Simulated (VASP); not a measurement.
# Na2S in VASP: further runs

Na2S is run at these levels: PBEsol; tasks: single point.

Everything below comes from runs of VASP 6.6.1. Logs are shortened: lines on timing, memory, paths and dates and some standing lists are left out, and cuts for length are marked.

## 1. The cell of the first run

It takes space group Fm-3m (No. 225, cubic). The conventional cell has a = 6.469 Å, b = 6.469 Å, c = 6.469 Å, α = 90.00°, β = 90.00°, γ = 90.00°. Within 3.7 Å of Na (site symmetry -43m) lie 4 S at 2.80 Å and 6 Na at 3.23 Å. S (site symmetry m-3m) has 8 Na at 2.80 Å within 3.7 Å.

## 2. Single point, PBEsol

INCAR

```
PREC     = Accurate       # precision mode
ENCUT    = 500            # plane-wave cutoff, eV
EDIFF    = 1E-6           # SCF threshold, eV
ISMEAR   = 0              # smearing method
SIGMA    = 0.01           # smearing width, eV
LREAL    = F              # projectors in reciprocal space
LASPH    = T              # aspherical terms in the spheres
NELM     = 120            # most SCF steps
ALGO     = Normal         # electronic algorithm
ISIF     = 2              # what is computed and relaxed
LWAVE    = F              # write WAVECAR
LCHARG   = T              # write CHGCAR
GGA      = PS             # functional
LELF     = T              # ELF
LVHAR    = T            
NBANDS   = 17             # bands
GGA_COMPAT= F
```

KPOINTS

```
Automatic mesh
0
Gamma
  6 6 6
```

POSCAR

```
Na2S
1.0
    0.0000000000      3.2343692012      3.2343692012
    3.2343692012      0.0000000000      3.2343692012
    3.2343692012      3.2343692012      0.0000000000
Na S
2 1
Direct
    0.2500000000      0.2500000000      0.2500000000
    0.7500000000      0.7500000000      0.7500000000
    0.0000000000      0.0000000000      0.0000000000
```

Potentials or basis: VASP PAW PBE potentials, release 64 (Na_pv, S).

Started as:

```console
> cat potpaw_PBE.64/Na_pv/POTCAR potpaw_PBE.64/S/POTCAR > POTCAR
> mpirun -np 1 vasp_std > vasp.out
```

OUTCAR:

```text
PREC = Accurate
   ENCUT = 500
   EDIFF = 1E-6
   ISMEAR = 0
   LREAL = F
   LASPH = T
   NELM = 120
   ISIF = 2
   GGA = PS

 ion  position               nearest neighbor table
   1  0.250  0.250  0.250-
   2  0.750  0.750  0.750-
   3  0.000  0.000  0.000-

  LATTYP: Found a face centered cubic cell.
 ALAT       =     6.4687384024

  Lattice vectors:

 A1 = (   0.0000000000,   3.2343692012,   3.2343692012)
 A2 = (   3.2343692012,   0.0000000000,   3.2343692012)
 A3 = (   3.2343692012,   3.2343692012,   0.0000000000)

Analysis of symmetry for initial positions (statically):
=====================================================================
 Subroutine PRICEL returns:
 Original cell was already a primitive cell.

 Routine SETGRP: Setting up the symmetry group for a
 face centered cubic supercell.

 Subroutine GETGRP returns: Found 48 space group operations
 (whereof 48 operations were pure point group operations)
 out of a pool of 48 trial point group operations.

The static configuration has the point symmetry O_h .

Analysis of symmetry for dynamics (positions and initial velocities):
=====================================================================
 Subroutine PRICEL returns:
 Original cell was already a primitive cell.

 Routine SETGRP: Setting up the symmetry group for a
 face centered cubic supercell.

 Subroutine GETGRP returns: Found 48 space group operations
 (whereof 48 operations were pure point group operations)
 out of a pool of 48 trial point group operations.

The dynamic configuration has the point symmetry O_h .

 Subroutine INISYM returns: Found 48 space group operations
 (whereof 48 operations are pure point group operations),
 and found     1 'primitive' translations

----------------------------------------------------------------------------------------

                                     Primitive cell

  volume of cell :      67.6704

  direct lattice vectors                    reciprocal lattice vectors
     0.000000000  3.234369201  3.234369201    -0.154589649  0.154589649  0.154589649
     3.234369201  0.000000000  3.234369201     0.154589649 -0.154589649  0.154589649
     3.234369201  3.234369201  0.000000000     0.154589649  0.154589649 -0.154589649

[... 65 lines left out ...]
   NGXF,Y,Z  is equivalent  to a cutoff of  26.17, 26.17, 26.17 a.u.
 SYSTEM =  unknown system
   PREC   = accura    normal or accurate (medium, high low for compatibility)
   ISTART =      0    job   : 0-new  1-cont  2-samecut
   ICHARG =      2    charge: 1-file 2-atom 10-const
   ISPIN  =      1    spin polarized calculation?
   LNONCOLLINEAR =      F non collinear calculations
   LSORBIT =      F    spin-orbit coupling
   LASPH  =      T    aspherical Exc in radial PAW
   ENCUT  =  500.0 eV  36.75 Ry    6.06 a.u.   8.34  8.34  8.34*2*pi/ulx,y,z
   NELM   =    120;   NELMIN=  2; NELMDL= -5     # of ELM steps
   EDIFF  = 0.1E-05   stopping-criterion for ELM
   LREAL  =      F    real-space projection
[... 7 lines left out ...]
   TEBEG  =    0.0;   TEEND  =   0.0 temperature during run
   PSTRESS=    0.0 pullay stress
   NELECT =      20.0000    total number of electrons
   NUPDOWN=      -1.0000    fix difference up-down
   EMIN   =  10.00;   EMAX   =-10.00  energy-range for DOS
   EFERMI =   0.00;   METHOD = LEGACY
   ISMEAR =     0;   SIGMA  =   0.01  broadening in eV -4-tet -1-fermi 0-gaus
   EFERMI_NEDOS =   21; number of points for ismear=-14 and -15
   IALGO  =     38    algorithm
   IMIX   =      4    mixing-type and parameters
     AMIX     =   0.40;   BMIX     =  1.00
     AMIX_MAG =   1.60;   BMIX_MAG =  1.00
  volume/ion in A,a.u.               =      22.56       152.22
  Fermi-wavevector in a.u.,A,eV,Ry     =   1.090482  2.060713 16.179387  1.189151
  Thomas-Fermi vector in A             =   2.226708
   LORBIT       =      0    0 simple, 1 ext, 2 COOP (PROOUT), +10 PAW based schemes
   GGA     = PS    functional components
   LHFCALC =     F    Hartree Fock is set to
   AEXX    =    0.0000 exact exchange contribution
   IVDW    =     0    specifies the selected vdW correction
   LEPSILON=     F    determine dielectric tensor
   LRPA    =     F    only Hartree local field effects (RPA)
 non-spin polarized calculation
 Gauss-broadening in eV      SIGMA  =   0.01
  energy-cutoff  :      500.00
  volume of cell :       67.67
 maximum number of plane-waves:      1759
 NGX is ok and might be reduce to    36
   NGX = 17   NGY = 17   NGZ = 17

 number of electron      19.9999988 magnetization

 Free energy of the ion-electron system (eV)
  ---------------------------------------------------
  ext. energy  EPLUGINS =         0.00000000
  ---------------------------------------------------
  free energy    TOTEN  =       -10.37278013 eV

  energy without entropy =      -10.37278013  energy(sigma->0) =      -10.37278013

 E-fermi :   0.3360     XC(G=0):  -8.0813

 val. band max:        0.2559579924   @ k =   0.0000   0.0000   0.0000
 cond. band min:       2.7284041955   @ k =   0.0000   0.0000   0.0000
 fundamental gap:      2.4724462031
 Fermi energy:         0.3360245783

 k-point     1 :       0.0000    0.0000    0.0000
  band No.  band energies     occupation
      1     -21.7430      2.00000
      2     -21.7430      2.00000
      3     -21.7429      2.00000
      4     -21.6817      2.00000
      5     -21.6817      2.00000
      6     -21.6817      2.00000
[... 297 lines left out ...]
      4     -21.6942      2.00000
      5     -21.6715      2.00000
      6     -21.6677      2.00000
[... 9 lines left out ...]
     16      11.5288      0.00000
     17      12.3561      0.00000

------------------------ aborting loop because EDIFF is reached ----------------------------------------

  FORCE on cell =-STRESS in cart. coord.  units (eV):
  Direction    XX          YY          ZZ          XY          YZ          ZX
  --------------------------------------------------------------------------------------
  -------------------------------------------------------------------------------------
  Total        0.2173632      0.2173632      0.2173632      0.0000000     -0.0000000      0.0000000
  in kB        5.1463330      5.1463330      5.1463330      0.0000000     -0.0000000      0.0000000
  external PRESSURE =       5.1463330 kB  Pullay stress =       0.0000000 kB

 VOLUME and BASIS-vectors are now :
 -----------------------------------------------------------------------------
  energy-cutoff  :      500.00
  volume of cell :       67.67
      direct lattice vectors                 reciprocal lattice vectors
     0.000000000  3.234369201  3.234369201    -0.154589649  0.154589649  0.154589649
     3.234369201  0.000000000  3.234369201     0.154589649 -0.154589649  0.154589649
     3.234369201  3.234369201  0.000000000     0.154589649  0.154589649 -0.154589649

 POSITION                                       TOTAL-FORCE (eV/Angst)
 -----------------------------------------------------------------------------------
      1.61718      1.61718      1.61718        -0.000000     -0.000000     -0.000000
      4.85155      4.85155      4.85155         0.000000      0.000000      0.000000
      0.00000      0.00000      0.00000        -0.000000      0.000000     -0.000000
 -----------------------------------------------------------------------------------
    total drift:                                0.000000      0.000000      0.000000

  FREE ENERGIE OF THE ION-ELECTRON SYSTEM (eV)
  ---------------------------------------------------
  free  energy   TOTEN  =       -10.3727801290 eV

  energy  without entropy=      -10.3727801290  energy(sigma->0) =      -10.37278013
```

stdout:

```text
POSCAR found type information on POSCAR NaS
 POSCAR found :  2 types and       3 ions
 scaLAPACK will be used
 -----------------------------------------------------------------------------
|                                                                             |
|                                                                             |
|     You enforced a specific xc type in the INCAR file but a different       |
|     I HOPE YOU KNOW WHAT YOU ARE DOING!                                     |
|                                                                             |
 -----------------------------------------------------------------------------

 LDA part: xc-table for (Slater+PW92), standard interpolation
 POSCAR, INCAR and KPOINTS ok, starting setup
 FFT: planning ... GRIDC
 FFT: planning ... GRID_SOFT
 FFT: planning ... GRID
 WAVECAR not read
 entering main loop
```

It took 24 s on 1 thread of Intel Xeon Platinum 8488C (Sapphire Rapids), shared host; peak memory 0.19 GiB.

Results:

```yaml
Free_energy: -10.3728 eV
Pressure: 0.5 GPa
Band_gap_on_the_k_mesh: 2.47 eV
```

Caveat: the PAW data sets were made with another functional, which shifts forces and pressure a little. PBEsol gaps usually lie below the measured ones, often by a third to a half.

## 3. Single point, PBEsol

This run uses another cell than the first one, of 22.90 Å³/atom.

INCAR

```
SYSTEM = Na2S
PREC = Accurate ; ENCUT = 500
EDIFF = 1E-6 ; ISMEAR = 0
SIGMA = 0.01 ; LREAL = .False.
LASPH = .True. ; NELM = 120
ALGO = Normal ; ISIF = 2
LWAVE = .False. ; LCHARG = .True.
GGA = PS ; LELF = .True.
LVHAR = .True. ; NBANDS = 17
GGA_COMPAT = .False.
```

KPOINTS

```
Automatic mesh
0
Gamma
  6 6 6
  0 0 0
```

POSCAR

```
Na2S
1.0
    0.0000000000      3.2506223128      3.2506223128
    3.2506223128      0.0000000000      3.2506223128
    3.2506223128      3.2506223128      0.0000000000
Na S
2 1
Direct
    0.2500000000      0.2500000000      0.2500000000
    0.7500000000      0.7500000000      0.7500000000
    0.0000000000      0.0000000000      0.0000000000
```

Potentials or basis: VASP PAW PBE potentials, release 64 (Na_pv, S).

Started as:

```console
> cat potpaw_PBE.64/Na_pv/POTCAR potpaw_PBE.64/S/POTCAR > POTCAR
> mpirun -np 1 vasp_std > vasp.out
```

It took 21 s on 1 thread of Intel Xeon Platinum 8488C (Sapphire Rapids), shared host; peak memory 0.19 GiB.

It converged, with:

| Property | Result |
| --- | --- |
| Free energy | -10.3748 eV |
| Pressure | 0.1 GPa |
| Band gap on the k mesh | 2.42 eV |

Levels at points of the mesh, in eV from the valence-band top:
```csv
k point,band 7,band 8,band 9,band 10,band 11,band 12,band 13,band 14
"(0.00, 0.00, 0.00)",-10.15,0.00,0.00,0.00,2.42,7.72,7.72,7.72
"(0.50, 0.00, 0.00)",-9.89,-1.71,-0.14,-0.14,4.78,6.39,7.10,7.10
"(0.50, 0.50, 0.00)",-9.81,-1.52,-0.47,-0.47,3.71,6.00,8.54,9.78
```

Caveat: the PAW data sets were made with another functional, which shifts forces and pressure a little. Expect the measured gap to be larger: semilocal functionals such as PBEsol lack the derivative discontinuity.

(Part 1 of 2 ends here.)
